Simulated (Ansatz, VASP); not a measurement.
# One calculation of Sr3Ta2O, two programs

INCAR

```
PREC     = Accurate       # precision mode
ENCUT    = 520            # plane-wave cutoff, eV
EDIFF    = 1E-6           # SCF threshold, eV
ISMEAR   = 0              # smearing method
SIGMA    = 0.1            # smearing width, eV
LREAL    = False          # projectors in reciprocal space
LASPH    = True           # aspherical terms in the spheres
NELM     = 150            # most SCF steps
ALGO     = Fast           # electronic algorithm
ISIF     = 2              # what is computed and relaxed
LWAVE    = False          # write WAVECAR
LCHARG   = False          # write CHGCAR
ISPIN    = 2              # spin polarisation
MAGMOM   = 0 0 0 1 1 0    # initial moments
LORBIT   = 11             # projections on sites
LMAXMIX  = 4              # l up to which the mixer works
GGA      = PE             # functional
NBANDS   = 42             # bands
```

The input KPOINTS:

```
regular mesh
0
Gamma
  6 6 2
```

POSCAR

```
Sr3Ta2O
1.0
    4.3003540900      0.0000000000      0.0000000000
   -2.1501770400      3.7242158900      0.0000000000
    0.0000000000      0.0000000000      9.0325171700
Sr Ta O
3 2 1
Direct
    0.0000000000      0.0000000000      0.5000000000
    0.3333333300      0.6666666700      0.0000000000
    0.3333333300      0.6666666700      0.5000000000
    0.6666666700      0.3333333300      0.2478670000
    0.6666666700      0.3333333300      0.7521330000
    0.0000000000      0.0000000000      0.0000000000
```

Input for Ansatz:

```yaml
crystal:
  lattice:
    - [4.30035409, 0.0, 0.0]
    - [-2.15017704, 3.72421589, 0.0]
    - [0.0, 0.0, 9.03251717]
  atoms:
    - { symbol: Sr, position: [0.0, 0.0, 0.5] }
    - { symbol: Sr, position: [0.33333333, 0.66666667, 0.0] }
    - { symbol: Sr, position: [0.33333333, 0.66666667, 0.5] }
    - { symbol: Ta, position: [0.66666667, 0.33333333, 0.247867], spin: 1.0 }
    - { symbol: Ta, position: [0.66666667, 0.33333333, 0.752133], spin: 1.0 }
    - { symbol: O, position: [0.0, 0.0, 0.0] }
basis:
  ecutwfc: 420
kpoints:
  mp_grid: { grid: [6, 6, 2] }
hamiltonian:
  xc: pbe
scf:
  occupations: { method: gaussian, width: 0.1 }
  lower_state_search: "off"
output:
  forces: true
  stress: true
  eigenvalues: true
  populations: true
magnetization:
  spin_polarized: true
```

Change from the starting cell: species swapped into the Eu2Si3Au type (P-6m2, No. 187).

Alike in both runs: task single point; functional PBE; k mesh 6 × 6 × 2; occupations gaussian, width 0.1 eV; collinear spin.

|  | VASP | Ansatz |
| --- | --- | --- |
| version | VASP 6.6.1 | Ansatz 0.2.0 |
| potentials or method | VASP PAW PBE potentials, release 64 (Sr_sv, Ta_pv, O), cutoff 520 eV | scalar-relativistic, plane waves, PAW |
| valence electrons in the cell | 58 | 62 |

VASP gave:

```
gap on the k mesh at the Fermi level (eV)                     : none
pressure (GPa)                                                : 8.4
traceless stress, the component that is largest in VASP (GPa) : -6.64
rms of the force components (eV/Å)                            : 0.105
net moment per atom (μB)                                      : 0.70
size of the moment on the site where the two differ most (μB) : 1.29
```

Problem. Which values does Ansatz return?

Solution. gap on the k mesh at the Fermi level (eV): none; pressure (GPa): 7.7; traceless stress, the component that is largest in VASP (GPa): -6.12; rms of the force components (eV/Å): 0.110; net moment per atom (μB): 0.71; size of the moment on the site where the two differ most (μB): 1.51.

Site moments also hang on the region over which each program counts them. Atom by atom the forces differ by 0.005 eV/Å (rms over components). A gap of «none» marks a metal or a gap that the smearing closes. With one functional, cell and mesh, what is left measures potentials, basis and numerics. VASP's potentials hold 58 valence electrons a cell and Ansatz's 62, so a difference there can come from the potentials and not from the codes.

Neither program's run includes spin-orbit coupling.
